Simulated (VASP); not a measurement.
# Ge (P6_3/mmc) in VASP: notebook

Runs on Ge. Level: PBE. Tasks: single point.

Everything below comes from runs of VASP 6.6.1. Logs are shortened: lines on timing, memory, paths and dates and some standing lists are left out, and cuts for length are marked.

### 1 The cell of the first run

Symmetry: P6_3/mmc, No. 194, hexagonal system. The conventional cell has a = 4.065 Å, b = 4.065 Å, c = 13.342 Å, α = 90.00°, β = 90.00°, γ = 120.00°. Ge (site symmetry 3m) has 4 Ge at 2.49 to 2.51 Å within 3.3 Å. Within 3.3 Å of Ge (site symmetry 3m) lie 4 Ge at 2.49 Å.

This isn't the form of Ge at room conditions, which is diamond.

### 2 Single point, PBE

INCAR reads:

```
PREC = Accurate
ENCUT = 520
EDIFF = 1E-6
ISMEAR = 0
SIGMA = 0.1
LREAL = F
LASPH = T
NELM = 100
ALGO = Normal
ISIF = 2
LWAVE = F
LCHARG = F
GGA = PE
NBANDS = 66
```

KPOINTS reads:

```
Automatic mesh
0
Gamma
  12 12 4
```

POSCAR reads:

```
Ge
1.0
    4.0648414431      0.0000000000      0.0000000000
   -2.0324207215      3.5202559520      0.0000000000
    0.0000000000      0.0000000000     13.3422712502
Ge
8
Direct
    0.0000000000      0.0000000000     -0.0004287384
    0.0000000000      0.0000000000      0.1879287384
    0.3333333333      0.6666666667      0.2505786640
    0.3333333333      0.6666666667      0.4369213360
    0.6666666667      0.3333333333      0.4995712616
    0.6666666667      0.3333333333      0.6879287384
    0.3333333333      0.6666666667      0.7505786640
    0.3333333333      0.6666666667      0.9369213360
```

Potentials or basis: VASP PAW PBE potentials, release 64 (Ge_d).

Launch:

```sh
cat potpaw_PBE.64/Ge_d/POTCAR > POTCAR
mpirun -np 1 vasp_std > vasp.out
```

OUTCAR:

```text
PREC = Accurate
   ENCUT = 520
   EDIFF = 1E-6
   ISMEAR = 0
   LREAL = F
   LASPH = T
   NELM = 100
   ISIF = 2
   GGA = PE

 ion  position               nearest neighbor table
   1  0.000  0.000  1.000-   8 2.49   8 2.49   8 2.49   2 2.51
   2  0.000  0.000  0.188-   3 2.49   3 2.49   3 2.49   1 2.51
   3  0.333  0.667  0.251-   4 2.49   2 2.49   2 2.49   2 2.49
   4  0.333  0.667  0.437-   3 2.49   5 2.49   5 2.49   5 2.49
   5  0.667  0.333  0.500-   4 2.49   4 2.49   4 2.49   6 2.51
   6  0.667  0.333  0.688-   7 2.49   7 2.49   7 2.49   5 2.51
   7  0.333  0.667  0.751-   8 2.49   6 2.49   6 2.49   6 2.49
   8  0.333  0.667  0.937-   7 2.49   1 2.49   1 2.49   1 2.49

  LATTYP: Found a hexagonal cell.
 ALAT       =     4.0648414431
 C/A-ratio  =     3.2823595796

  Lattice vectors:

 A1 = (   4.0648414431,   0.0000000000,   0.0000000000)
 A2 = (  -2.0324207215,   3.5202559520,   0.0000000000)
 A3 = (   0.0000000000,   0.0000000000,  13.3422712502)

Analysis of symmetry for initial positions (statically):
=====================================================================
 Subroutine PRICEL returns:
 Original cell was already a primitive cell.

 Routine SETGRP: Setting up the symmetry group for a
 hexagonal supercell.

 Subroutine GETGRP returns: Found 24 space group operations
 (whereof  6 operations were pure point group operations)
 out of a pool of 24 trial point group operations.

The static configuration has the point symmetry C_3v.
 The point group associated with its full space group is D_6h.

Analysis of symmetry for dynamics (positions and initial velocities):
=====================================================================
 Subroutine PRICEL returns:
 Original cell was already a primitive cell.

 Routine SETGRP: Setting up the symmetry group for a
 hexagonal supercell.

 Subroutine GETGRP returns: Found 24 space group operations
 (whereof  6 operations were pure point group operations)
 out of a pool of 24 trial point group operations.

The dynamic configuration has the point symmetry C_3v.
 The point group associated with its full space group is D_6h.

 Subroutine INISYM returns: Found 24 space group operations
 (whereof  6 operations are pure point group operations),
 and found     1 'primitive' translations

----------------------------------------------------------------------------------------

                                     Primitive cell

  volume of cell :     190.9183

  direct lattice vectors                    reciprocal lattice vectors
     4.064841443  0.000000000  0.000000000     0.246012056  0.142035127  0.000000000
    -2.032420721  3.520255952  0.000000000     0.000000000  0.284070253  0.000000000
     0.000000000  0.000000000 13.342271250     0.000000000  0.000000000  0.074949758

  length of vectors
     4.064841443  4.064841443 13.342271250     0.284070253  0.284070253  0.074949758

  position of ions in fractional coordinates (direct lattice)
     0.000000000  0.000000000  0.999571262
     0.000000000  0.000000000  0.187928738
     0.333333333  0.666666667  0.250578664
     0.333333333  0.666666667  0.436921336
     0.666666667  0.333333333  0.499571262
     0.666666667  0.333333333  0.687928738
     0.333333333  0.666666667  0.750578664
     0.333333333  0.666666667  0.936921336

  ion indices of the primitive-cell ions
   primitive index   ion index
                 1           1
                 2           2
                 3           3
                 4           4
                 5           5
                 6           6
                 7           7
                 8           8

----------------------------------------------------------------------------------------

 KPOINTS: Automatic mesh

Automatic generation of k-mesh.
 Grid dimensions read from file:
 generate k-points for:   12   12    4

 Generating k-lattice:

  Cartesian coordinates                     Fractional coordinates (reciprocal lattice)
     0.020501005  0.011836261  0.000000000     0.083333333  0.000000000  0.000000000
     0.000000000  0.023672521  0.000000000     0.000000000  0.083333333  0.000000000
     0.000000000  0.000000000  0.018737439     0.000000000  0.000000000  0.250000000

  Length of vectors
     0.023672521  0.023672521  0.018737439

  Shift w.r.t. Gamma in fractional coordinates (k-lattice)
     0.000000000  0.000000000  0.000000000

 Subroutine IBZKPT returns following result:
 ===========================================

 Found     57 irreducible k-points:

 Following reciprocal coordinates:
            Coordinates               Weight
  0.000000  0.000000  0.000000      1.000000
  0.083333 -0.000000  0.000000      6.000000
  0.166667 -0.000000  0.000000      6.000000
  0.250000 -0.000000  0.000000      6.000000
  0.333333 -0.000000  0.000000      6.000000
  0.416667 -0.000000  0.000000      6.000000
[... 16 lines left out ...]
  0.250000 -0.000000  0.250000     12.000000
  0.333333 -0.000000  0.250000     12.000000
 [... further k-points ...]
   k-points           NKPTS =     57   k-points in BZ     NKDIM =     57   number of bands    NBANDS=     66
   number of dos      NEDOS =    301   number of ions     NIONS =      8
   total plane-waves  NPLWV =  90000
   dimension x,y,z NGX =    30 NGY =   30 NGZ =  100
   dimension x,y,z NGXF=    60 NGYF=   60 NGZF=  200
   ions per type =               8
   NGX,Y,Z   is equivalent  to a cutoff of  12.27, 12.27, 12.46 a.u.
   NGXF,Y,Z  is equivalent  to a cutoff of  24.54, 24.54, 24.92 a.u.
 SYSTEM =  unknown system
   PREC   = accura    normal or accurate (medium, high low for compatibility)
   ISTART =      0    job   : 0-new  1-cont  2-samecut
   ICHARG =      2    charge: 1-file 2-atom 10-const
   ISPIN  =      1    spin polarized calculation?
   LNONCOLLINEAR =      F non collinear calculations
   LSORBIT =      F    spin-orbit coupling
   LASPH  =      T    aspherical Exc in radial PAW
   ENCUT  =  520.0 eV  38.22 Ry    6.18 a.u.   7.56  7.56 24.81*2*pi/ulx,y,z
   NELM   =    100;   NELMIN=  2; NELMDL= -5     # of ELM steps
   EDIFF  = 0.1E-05   stopping-criterion for ELM
   LREAL  =      F    real-space projection
   EDIFFG = 0.1E-04   stopping-criterion for IOM
   NSW    =      0    number of steps for IOM
   IBRION =     -1    ionic relax: 0-MD 1-quasi-New 2-CG
   NFREE  =      0    steps in history (QN), initial steepest desc. (CG)
   ISIF   =      2    stress and relaxation
   ISYM   =      2    0-nonsym 1-usesym 2-fastsym
   POTIM  = 0.5000    time-step for ionic-motion
   TEBEG  =    0.0;   TEEND  =   0.0 temperature during run
   PSTRESS=    0.0 pullay stress
   NELECT =     112.0000    total number of electrons
   NUPDOWN=      -1.0000    fix difference up-down
   EMIN   =  10.00;   EMAX   =-10.00  energy-range for DOS
   EFERMI =   0.00;   METHOD = LEGACY
   ISMEAR =     0;   SIGMA  =   0.10  broadening in eV -4-tet -1-fermi 0-gaus
   EFERMI_NEDOS =   21; number of points for ismear=-14 and -15
   IALGO  =     38    algorithm
   IMIX   =      4    mixing-type and parameters
     AMIX     =   0.40;   BMIX     =  1.00
     AMIX_MAG =   1.60;   BMIX_MAG =  1.00
  volume/ion in A,a.u.               =      23.86       161.05
  Fermi-wavevector in a.u.,A,eV,Ry     =   1.370456  2.589786 25.553762  1.878149
  Thomas-Fermi vector in A             =   2.496240
   LORBIT       =      0    0 simple, 1 ext, 2 COOP (PROOUT), +10 PAW based schemes
   GGA     = PE    functional components
   LHFCALC =     F    Hartree Fock is set to
   AEXX    =    0.0000 exact exchange contribution
   IVDW    =     0    specifies the selected vdW correction
   LEPSILON=     F    determine dielectric tensor
   LRPA    =     F    only Hartree local field effects (RPA)
 non-spin polarized calculation
 Gauss-broadening in eV      SIGMA  =   0.10
  energy-cutoff  :      520.00
  volume of cell :      190.92
 maximum number of plane-waves:      5186
   NGX = 15   NGY = 15   NGZ = 49

 number of electron     111.9999932 magnetization

 Free energy of the ion-electron system (eV)
  ---------------------------------------------------
  ext. energy  EPLUGINS =         0.00000000
  ---------------------------------------------------
  free energy    TOTEN  =       -36.08025886 eV

  energy without entropy =      -36.07900454  energy(sigma->0) =      -36.07963170

 E-fermi :   4.5148     XC(G=0):  -9.6754

 val. band max:        4.4869243724   @ k =   0.0000   0.0000   0.0000
 cond. band min:       4.5644342647   @ k =   0.0000   0.0000   0.0000
 fundamental gap:      0.0775098923
 Fermi energy:         4.5147689061

 k-point     1 :       0.0000    0.0000    0.0000
  band No.  band energies     occupation
      1     -20.2861      2.00000
      2     -20.2861      2.00000
      3     -20.2779      2.00000
      4     -20.2779      2.00000
      5     -20.2744      2.00000
      6     -20.2744      2.00000
[... 58 lines left out ...]
     65       7.7189      0.00000
     66       8.2091      0.00000

 k-point     2 :       0.0833   -0.0000    0.0000
  band No.  band energies     occupation
      1     -20.2911      2.00000
      2     -20.2876      2.00000
      3     -20.2794      2.00000
      4     -20.2791      2.00000
      5     -20.2780      2.00000
      6     -20.2759      2.00000
[... 58 lines left out ...]
     65       7.9811      0.00000
     66       8.0074      0.00000

 k-point     3 :       0.1667   -0.0000    0.0000
  band No.  band energies     occupation
      1     -20.2993      2.00000
      2     -20.2907      2.00000
      3     -20.2838      2.00000
      4     -20.2825      2.00000
      5     -20.2821      2.00000
      6     -20.2791      2.00000
[... 1438 lines left out ...]
     65       9.0307      0.00000
     66       9.1876      0.00000

 k-point    24 :       0.3333   -0.0000    0.2500
  band No.  band energies     occupation
      1     -20.3056      2.00000
      2     -20.2949      2.00000
      3     -20.2939      2.00000
      4     -20.2900      2.00000
      5     -20.2834      2.00000
      6     -20.2818      2.00000
[... 58 lines left out ...]
     65       9.3689      0.00000
     66       9.4447      0.00000

 [... further k-points ...]
[... 5 lines left out ...]
  --------------------------------------------------------------------------------------
  -------------------------------------------------------------------------------------
  Total       -0.0933363     -0.0933363     -0.1175660     -0.0000000     -0.0000000      0.0000000
  in kB       -0.7832740     -0.7832740     -0.9866081     -0.0000000     -0.0000000      0.0000000
  external PRESSURE =      -0.8510520 kB  Pullay stress =       0.0000000 kB

 VOLUME and BASIS-vectors are now :
 -----------------------------------------------------------------------------
  energy-cutoff  :      520.00
  volume of cell :      190.92
      direct lattice vectors                 reciprocal lattice vectors
     4.064841443  0.000000000  0.000000000     0.246012056  0.142035127  0.000000000
    -2.032420721  3.520255952  0.000000000     0.000000000  0.284070253  0.000000000
     0.000000000  0.000000000 13.342271250     0.000000000  0.000000000  0.074949758

 POSITION                                       TOTAL-FORCE (eV/Angst)
 -----------------------------------------------------------------------------------
      0.00000      0.00000     13.33655         0.000000     -0.000000      0.000430
      0.00000      0.00000      2.50740        -0.000000     -0.000000     -0.000430
     -0.00000      2.34684      3.34329         0.000000     -0.000000     -0.004655
     -0.00000      2.34684      5.82952        -0.000000      0.000000      0.004655
      2.03242      1.17342      6.66542        -0.000000      0.000000      0.000430
      2.03242      1.17342      9.17853        -0.000000      0.000000     -0.000430
     -0.00000      2.34684     10.01442        -0.000000      0.000000     -0.004655
     -0.00000      2.34684     12.50066         0.000000     -0.000000      0.004655
 -----------------------------------------------------------------------------------
    total drift:                                0.000000      0.000000      0.000522

  FREE ENERGIE OF THE ION-ELECTRON SYSTEM (eV)
  ---------------------------------------------------
  free  energy   TOTEN  =       -36.0802588604 eV

  energy  without entropy=      -36.0790045396  energy(sigma->0) =      -36.07963170
```

It took 9.7 min on 1 thread of Intel Xeon Platinum 8488C (Sapphire Rapids), shared host; peak memory 0.59 GiB.

Results:

```
Free energy            : -36.0803 eV
Pressure               : -0.1 GPa
Largest force          : 0.005 eV/Å
Band gap on the k mesh : zero (bands 56 and 57 overlap by 0.02 eV)
```

Forces on the atoms (eV/Å):
```
Ge   0.000  0.000  0.000
Ge   0.000  0.000  0.000
Ge   0.000  0.000 -0.005
Ge   0.000  0.000  0.005
Ge   0.000  0.000  0.000
Ge   0.000  0.000  0.000
Ge   0.000  0.000 -0.005
Ge   0.000  0.000  0.005
```

Caveat: semilocal functionals underestimate gaps, and a narrow one can read as zero.

(Part 1 of 2 ends here.)

The gap in the log of VASP goes by the Fermi energy; the results here count the filled bands.